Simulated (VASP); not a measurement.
# Ru (R-3m) in VASP: further runs

Ru is run at these levels: PBE; tasks: single point.

Everything below comes from runs of VASP 6.6.1. Logs are shortened: lines on timing, memory, paths and dates and some standing lists are left out, and cuts for length are marked.

## (1) The cell of the first run

Symmetry: R-3m, No. 166, trigonal system. The conventional cell has a = 2.681 Å, b = 2.681 Å, c = 6.913 Å, α = 90.00°, β = 90.00°, γ = 120.00°. Ru (site symmetry -3m) has 12 Ru at 2.68 to 2.78 Å within 3.5 Å.

## (2) Single point, PBE

Input file INCAR:

```
SYSTEM = Ru
PREC = Accurate
ENCUT = 520
EDIFF = 1E-6
ISMEAR = 0
SIGMA = 0.15
LREAL = .False.
LASPH = .True.
NELM = 80
ALGO = Fast
ISIF = 2
LWAVE = .False.
LCHARG = .False.
GGA = PE
NBANDS = 13
```

Input file KPOINTS:

```
regular mesh
0
Gamma
  20 20 20
  0 0 0
```

Input file POSCAR:

```
Ru
1.0
    0.0666779414      1.9622365605      1.9622365605
    1.9622365605      0.0666779414      1.9622365605
    1.9622365605      1.9622365605      0.0666779414
Ru
1
Direct
    0.0000000000      0.0000000000      0.0000000000
```

Potentials or basis: VASP PAW PBE potentials, release 64 (Ru_pv).

Started as:

```bash
$ cat potpaw_PBE.64/Ru_pv/POTCAR > POTCAR
$ mpirun -np 1 vasp_std > vasp.out
```

OUTCAR:

```text
SYSTEM = Ru
   PREC = Accurate
   ENCUT = 520
   EDIFF = 1E-6
   ISMEAR = 0
   LREAL = .False.
   LASPH = .True.
   NELM = 80
   ISIF = 2
   GGA = PE

 ion  position               nearest neighbor table
   1  0.000  0.000  0.000-

  LATTYP: Found a trigonal (rhomboedric) cell.
 ALAT       =     2.7758225063
 COS(alpha) =     0.5336724721

  Lattice vectors:

 A1 = (   0.0666779414,   1.9622365605,   1.9622365605)
 A2 = (   1.9622365605,   0.0666779414,   1.9622365605)
 A3 = (   1.9622365605,   1.9622365605,   0.0666779414)

Analysis of symmetry for initial positions (statically):
=====================================================================
 Subroutine PRICEL returns:
 Original cell was already a primitive cell.

 Routine SETGRP: Setting up the symmetry group for a
 trigonal (rhombohedral) supercell.

 Subroutine GETGRP returns: Found 12 space group operations
 (whereof 12 operations were pure point group operations)
 out of a pool of 12 trial point group operations.

The static configuration has the point symmetry D_3d.

Analysis of symmetry for dynamics (positions and initial velocities):
=====================================================================
 Subroutine PRICEL returns:
 Original cell was already a primitive cell.

 Routine SETGRP: Setting up the symmetry group for a
 trigonal (rhombohedral) supercell.

 Subroutine GETGRP returns: Found 12 space group operations
 (whereof 12 operations were pure point group operations)
 out of a pool of 12 trial point group operations.

The dynamic configuration has the point symmetry D_3d.

 Subroutine INISYM returns: Found 12 space group operations
 (whereof 12 operations are pure point group operations),
 and found     1 'primitive' translations

----------------------------------------------------------------------------------------

                                     Primitive cell

  volume of cell :      14.3408

  direct lattice vectors                    reciprocal lattice vectors
     0.066677941  1.962236561  1.962236561    -0.268181219  0.259367752  0.259367752
     1.962236561  0.066677941  1.962236561     0.259367752 -0.268181219  0.259367752
     1.962236561  1.962236561  0.066677941     0.259367752  0.259367752 -0.268181219

  length of vectors
     2.775822506  2.775822506  2.775822506     0.454383569  0.454383569  0.454383569

  position of ions in fractional coordinates (direct lattice)
     0.000000000  0.000000000  0.000000000

  ion indices of the primitive-cell ions
   primitive index   ion index
                 1           1

----------------------------------------------------------------------------------------

 KPOINTS: regular mesh

Automatic generation of k-mesh.
 Grid dimensions read from file:
 generate k-points for:   20   20   20

 Generating k-lattice:

  Cartesian coordinates                     Fractional coordinates (reciprocal lattice)
    -0.013409061  0.012968388  0.012968388     0.050000000 -0.000000000 -0.000000000
     0.012968388 -0.013409061  0.012968388    -0.000000000  0.050000000 -0.000000000
     0.012968388  0.012968388 -0.013409061    -0.000000000 -0.000000000  0.050000000

  Length of vectors
     0.022719178  0.022719178  0.022719178

  Shift w.r.t. Gamma in fractional coordinates (k-lattice)
     0.000000000  0.000000000  0.000000000

 Subroutine IBZKPT returns following result:
 ===========================================

 Found    781 irreducible k-points:

 Following reciprocal coordinates:
            Coordinates               Weight
  0.000000  0.000000  0.000000      1.000000
  0.050000  0.000000  0.000000      6.000000
  0.100000 -0.000000 -0.000000      6.000000
  0.150000  0.000000  0.000000      6.000000
  0.200000 -0.000000 -0.000000      6.000000
  0.250000  0.000000  0.000000      6.000000
[... 16 lines left out ...]
 -0.400000  0.050000 -0.000000     12.000000
 -0.350000  0.050000  0.000000     12.000000
 [... further k-points ...]
   k-points           NKPTS =    781   k-points in BZ     NKDIM =    781   number of bands    NBANDS=     13
   number of dos      NEDOS =    301   number of ions     NIONS =      1
   total plane-waves  NPLWV =  13824
   dimension x,y,z NGX =    24 NGY =   24 NGZ =   24
   dimension x,y,z NGXF=    48 NGYF=   48 NGZF=   48
   ions per type =               1
   NGX,Y,Z   is equivalent  to a cutoff of  14.37, 14.37, 14.37 a.u.
   NGXF,Y,Z  is equivalent  to a cutoff of  28.75, 28.75, 28.75 a.u.
 SYSTEM =  Ru
   PREC   = accura    normal or accurate (medium, high low for compatibility)
   ISTART =      0    job   : 0-new  1-cont  2-samecut
   ICHARG =      2    charge: 1-file 2-atom 10-const
   ISPIN  =      1    spin polarized calculation?
   LNONCOLLINEAR =      F non collinear calculations
   LSORBIT =      F    spin-orbit coupling
   LASPH  =      T    aspherical Exc in radial PAW
   ENCUT  =  520.0 eV  38.22 Ry    6.18 a.u.   5.16  5.16  5.16*2*pi/ulx,y,z
   NELM   =     80;   NELMIN=  2; NELMDL= -5     # of ELM steps
   EDIFF  = 0.1E-05   stopping-criterion for ELM
   LREAL  =      F    real-space projection
   EDIFFG = 0.1E-04   stopping-criterion for IOM
   NSW    =      0    number of steps for IOM
   IBRION =     -1    ionic relax: 0-MD 1-quasi-New 2-CG
   NFREE  =      0    steps in history (QN), initial steepest desc. (CG)
   ISIF   =      2    stress and relaxation
   ISYM   =      2    0-nonsym 1-usesym 2-fastsym
   POTIM  = 0.5000    time-step for ionic-motion
   TEBEG  =    0.0;   TEEND  =   0.0 temperature during run
   PSTRESS=    0.0 pullay stress
   NELECT =      14.0000    total number of electrons
   NUPDOWN=      -1.0000    fix difference up-down
   EMIN   =  10.00;   EMAX   =-10.00  energy-range for DOS
   EFERMI =   0.00;   METHOD = LEGACY
   ISMEAR =     0;   SIGMA  =   0.15  broadening in eV -4-tet -1-fermi 0-gaus
   EFERMI_NEDOS =   21; number of points for ismear=-14 and -15
   IALGO  =     68    algorithm
   IMIX   =      4    mixing-type and parameters
     AMIX     =   0.40;   BMIX     =  1.00
     AMIX_MAG =   1.60;   BMIX_MAG =  1.00
  volume/ion in A,a.u.               =      14.34        96.78
  Fermi-wavevector in a.u.,A,eV,Ry     =   1.624027  3.068966 35.884883  2.637464
  Thomas-Fermi vector in A             =   2.717381
   LORBIT       =      0    0 simple, 1 ext, 2 COOP (PROOUT), +10 PAW based schemes
   GGA     = PE    functional components
   LHFCALC =     F    Hartree Fock is set to
   AEXX    =    0.0000 exact exchange contribution
   IVDW    =     0    specifies the selected vdW correction
   LEPSILON=     F    determine dielectric tensor
   LRPA    =     F    only Hartree local field effects (RPA)
 non-spin polarized calculation
 RMM-DIIS sequential band-by-band and
 Gauss-broadening in eV      SIGMA  =   0.15
  energy-cutoff  :      520.00
  volume of cell :       14.34
 maximum number of plane-waves:       397
 NGX is ok and might be reduce to    24

 number of electron      14.0000001 magnetization

 Free energy of the ion-electron system (eV)
  ---------------------------------------------------
  ext. energy  EPLUGINS =         0.00000000
  ---------------------------------------------------
  free energy    TOTEN  =        -9.07582344 eV

  energy without entropy =       -9.06131135  energy(sigma->0) =       -9.06856739

 E-fermi :  11.7947     XC(G=0): -13.7782

 val. band max:       11.7942756378   @ k =  -0.4500  -0.4500   0.1500
 cond. band min:      11.7965321499   @ k =  -0.2500  -0.3000   0.1500
 fundamental gap:      0.0022565121
 Fermi energy:        11.7947126206

 k-point     1 :       0.0000    0.0000    0.0000
  band No.  band energies     occupation
      1     -30.6842      2.00000
      2     -30.6016      2.00000
      3     -30.6016      2.00000
      4       4.2063      2.00000
      5       8.9557      2.00000
      6       9.5984      2.00000
      7       9.5984      2.00000
      8      11.7043      1.60589
      9      11.7043      1.60589
     10      22.3984      0.00000
     11      26.8317      0.00000
     12      31.3599      0.00000
     13      32.8606      0.00000

 k-point     2 :       0.0500    0.0000    0.0000
  band No.  band energies     occupation
      1     -30.6884      2.00000
      2     -30.6241      2.00000
      3     -30.6055      2.00000
      4       4.3108      2.00000
      5       8.9949      2.00000
      6       9.5439      2.00000
      7       9.6540      2.00000
      8      11.6673      1.77017
      9      11.6724      1.75119
     10      22.3985      0.00000
     11      27.0070      0.00000
     12      31.4277      0.00000
     13      32.3737      0.00000

 k-point     3 :       0.1000   -0.0000   -0.0000
  band No.  band energies     occupation
      1     -30.7151      2.00000
      2     -30.6746      2.00000
      3     -30.6168      2.00000
      4       4.6134      2.00000
      5       9.0914      2.00000
      6       9.4112      2.00000
      7       9.8087      2.00000
      8      11.5755      1.96129
      9      11.5925      1.94335
     10      22.3985      0.00000
     11      27.4930      0.00000
     12      30.7835      0.00000
     13      32.2917      0.00000

 k-point     4 :       0.1500    0.0000    0.0000
  band No.  band energies     occupation
      1     -30.8118      2.00000
      2     -30.6969      2.00000
      3     -30.6343      2.00000
      4       5.0751      2.00000
      5       9.1202      2.00000
      6       9.3489      2.00000
      7      10.0158      2.00000
      8      11.4860      1.99639
      9      11.5200      1.99040
     10      22.3984      0.00000
     11      28.1469      0.00000
     12      29.5108      0.00000
     13      33.0322      0.00000

 k-point     5 :       0.2000   -0.0000   -0.0000
  band No.  band energies     occupation
      1     -30.9443      2.00000
      2     -30.7127      2.00000
      3     -30.6563      2.00000
      4       5.6099      2.00000
      5       9.0622      2.00000
      6       9.4176      2.00000
      7      10.1719      2.00000
      8      11.4895      1.99600
      9      11.5666      1.96852
     10      22.3984      0.00000
     11      28.0514      0.00000
     12      28.9048      0.00000
     13      34.0444      0.00000
[... 257 lines left out ...]
 k-point    22 :      -0.4500    0.0500    0.0000
  band No.  band energies     occupation
      1     -31.5353      2.00000
      2     -30.7848      2.00000
      3     -30.7693      2.00000
      4       6.2096      2.00000
      5       8.9374      2.00000
      6       9.6166      2.00000
      7      12.1421      0.00106
      8      13.1462      0.00000
      9      14.3004      0.00000
     10      21.6398      0.00000
     11      22.4021      0.00000
     12      26.5562      0.00000
     13      31.7279      0.00000

 k-point    23 :      -0.4000    0.0500   -0.0000
  band No.  band energies     occupation
      1     -31.4879      2.00000
      2     -30.7794      2.00000
      3     -30.7595      2.00000
      4       6.2678      2.00000
      5       9.0132      2.00000
      6       9.6913      2.00000
      7      11.5919      1.94419
      8      12.8301      0.00000
      9      13.9455      0.00000
     10      22.3843      0.00000
     11      22.5628      0.00000
     12      26.8859      0.00000
     13      32.2209      0.00000

 k-point    24 :      -0.3500    0.0500    0.0000
  band No.  band energies     occupation
      1     -31.4020      2.00000
      2     -30.7689      2.00000
      3     -30.7438      2.00000
      4       6.3485      2.00000
      5       9.1398      2.00000
      6       9.8183      2.00000
      7      10.7537      2.00000
      8      12.3840      0.00000
      9      13.4314      0.00000
     10      22.3972      0.00000
     11      23.8370      0.00000
     12      27.4992      0.00000
     13      33.0292      0.00000

 [... further k-points ...]

------------------------ aborting loop because EDIFF is reached ----------------------------------------

  FORCE on cell =-STRESS in cart. coord.  units (eV):
  Direction    XX          YY          ZZ          XY          YZ          ZX
  --------------------------------------------------------------------------------------
  -------------------------------------------------------------------------------------
  Total       -0.8282068     -0.8282068     -0.8282068     -0.6400013     -0.6400013     -0.6400013
  in kB      -92.5287711    -92.5287711    -92.5287711    -71.5021034    -71.5021034    -71.5021034
  external PRESSURE =     -92.5287711 kB  Pullay stress =       0.0000000 kB

 VOLUME and BASIS-vectors are now :
 -----------------------------------------------------------------------------
  energy-cutoff  :      520.00
  volume of cell :       14.34
      direct lattice vectors                 reciprocal lattice vectors
     0.066677941  1.962236561  1.962236561    -0.268181219  0.259367752  0.259367752
     1.962236561  0.066677941  1.962236561     0.259367752 -0.268181219  0.259367752
     1.962236561  1.962236561  0.066677941     0.259367752  0.259367752 -0.268181219

 POSITION                                       TOTAL-FORCE (eV/Angst)
 -----------------------------------------------------------------------------------
      0.00000      0.00000      0.00000         0.000000     -0.000000     -0.000000
 -----------------------------------------------------------------------------------
    total drift:                                0.000000     -0.000000     -0.000000

  FREE ENERGIE OF THE ION-ELECTRON SYSTEM (eV)
  ---------------------------------------------------
  free  energy   TOTEN  =        -9.0758234367 eV

  energy  without entropy=       -9.0613113496  energy(sigma->0) =       -9.06856739
```

Wall time 66 s (1 thread of Intel Xeon Platinum 8488C (Sapphire Rapids), shared host); peak memory 0.25 GiB.

Results:

```yaml
Free_energy: -9.0758 eV
Pressure: -9.3 GPa
Band_gap_on_the_k_mesh: zero (band 7 reaches 13.83 eV, above the bottom of band 8 at 10.65 eV)
```

Stress tensor (GPa, compression positive):
```
-9.25 -7.15 -7.15
-7.15 -9.25 -7.15
-7.15 -7.15 -9.25
```

Levels at points of the mesh, in eV from the Fermi level:
| k point | band 5 | band 6 | band 7 | band 8 | band 9 | band 10 |
| --- | --- | --- | --- | --- | --- | --- |
| (0.00, 0.00, 0.00) | -2.84 | -2.20 | -2.20 | -0.09 | -0.09 | 10.60 |
| (0.50, 0.00, 0.00) | -2.91 | -2.14 | 1.17 | 1.36 | 1.87 | 9.69 |
| (0.50, 0.50, 0.00) | -5.48 | 1.47 | 2.03 | 2.14 | 3.51 | 10.60 |
| (0.50, 0.50, 0.50) | -2.40 | -2.40 | 0.48 | 1.47 | 1.47 | 8.65 |

## (3) Single point, PBE

This run uses another cell than the first one, of the same volume but with other edges.

Input file INCAR:

```
ALGO = Fast ; EDIFF = 1E-6
ENCUT = 520 ; GGA = PE
ISIF = 2 ; ISMEAR = 0
LASPH = T ; LCHARG = T
LELF = T ; LREAL = F
LVHAR = T ; LWAVE = F
NBANDS = 13 ; NELM = 100
PREC = Accurate ; SIGMA = 0.15
```

Input file KPOINTS:

```
k-points
0
Gamma
  20 20 20
```

Input file POSCAR:

```
Ru
1.0
   -0.1000169121      1.8788891338      1.8788891338
    1.8788891338     -0.1000169121      1.8788891338
    1.8788891338      1.8788891338     -0.1000169121
Ru
1
Direct
    0.0000000000      0.0000000000      0.0000000000
```

Potentials or basis: VASP PAW PBE potentials, release 64 (Ru_pv).

Started as:

```bash
$ cat potpaw_PBE.64/Ru_pv/POTCAR > POTCAR
$ mpirun -np 1 vasp_std > vasp.out
```

Run time: 61 s. Hardware: 1 thread of Intel Xeon Platinum 8488C (Sapphire Rapids), shared host; peak memory 0.24 GiB.

It converged, with:

```
Free energy            : -9.0307 eV
Pressure               : -7.8 GPa
Band gap on the k mesh : zero (band 7 reaches 13.81 eV, above the bottom of band 8 at 10.49 eV)
```

Stress tensor (GPa, compression positive):
```
-7.76 11.17 11.17
11.17 -7.76 11.17
11.17 11.17 -7.76
```

Levels at points of the mesh, in eV from the Fermi level:
| k point | band 4 | band 5 | band 6 | band 7 | band 8 | band 9 | band 10 | band 11 |
| --- | --- | --- | --- | --- | --- | --- | --- | --- |
| (0.00, 0.00, 0.00) | -7.60 | -2.84 | -2.84 | -1.66 | -0.05 | -0.05 | 10.61 | 15.03 |
| (0.50, 0.00, 0.00) | -5.69 | -3.04 | -1.82 | 0.73 | 1.15 | 1.77 | 9.09 | 10.61 |
| (0.50, 0.50, 0.00) | -5.94 | -5.50 | 1.38 | 1.98 | 2.25 | 3.53 | 10.61 | 12.18 |
| (0.50, 0.50, 0.50) | -5.71 | -2.72 | -2.72 | 1.84 | 1.84 | 1.86 | 10.55 | 10.66 |

## (4) Single point, PBE

Input file INCAR:

```
  PREC = Accurate
  ENCUT = 520
  EDIFF = 1E-6
  ISMEAR = 0
  SIGMA = 0.15
  LREAL = False
  LASPH = True
  NELM = 100
  ALGO = Fast
  ISIF = 2
  LWAVE = False
  LCHARG = True
  GGA = PE
  LELF = True
  LVHAR = True
  NBANDS = 13
```

Input file KPOINTS:

```
regular mesh
0
Gamma
  20 20 20
```

Input file POSCAR:

```
Ru
1.0
    0.1000169121      1.9789060458      1.9789060458
    1.9789060458      0.1000169121      1.9789060458
    1.9789060458      1.9789060458      0.1000169121
Ru
1
Direct
    0.0000000000      0.0000000000      0.0000000000
```

Started as:

```bash
$ cat potpaw_PBE.64/Ru_pv/POTCAR > POTCAR
$ mpirun -np 1 vasp_std > vasp.out
```

It took 67 s on 1 thread of Intel Xeon Platinum 8488C (Sapphire Rapids), shared host; peak memory 0.25 GiB.

Results (log left out):

- Free energy: -9.0363 eV
- Pressure: -7.7 GPa
- Band gap on the k mesh: zero (band 7 reaches 13.83 eV, above the bottom of band 8 at 10.62 eV)

Stress tensor (GPa, compression positive):
```
 -7.74 -10.61 -10.61
-10.61  -7.74 -10.61
-10.61 -10.61  -7.74
```

Levels at points of the mesh, in eV from the Fermi level:
| k point | band 3 | band 4 | band 5 | band 6 | band 7 | band 8 | band 9 | band 10 | band 11 | band 12 |
| --- | --- | --- | --- | --- | --- | --- | --- | --- | --- | --- |
| (0.00, 0.00, 0.00) | -42.38 | -7.60 | -3.07 | -2.15 | -2.15 | -0.04 | -0.04 | 10.61 | 14.97 | 19.16 |
| (0.50, 0.00, 0.00) | -42.56 | -5.70 | -3.11 | -1.98 | 1.22 | 1.27 | 2.01 | 9.85 | 10.61 | 14.48 |
| (0.50, 0.50, 0.00) | -42.69 | -5.95 | -5.50 | 1.39 | 2.00 | 2.23 | 3.53 | 10.61 | 12.24 | 12.98 |
| (0.50, 0.50, 0.50) | -42.46 | -5.74 | -2.37 | -2.37 | 0.23 | 1.43 | 1.43 | 8.29 | 10.61 | 15.25 |

(Part 1 of 2 ends here.)
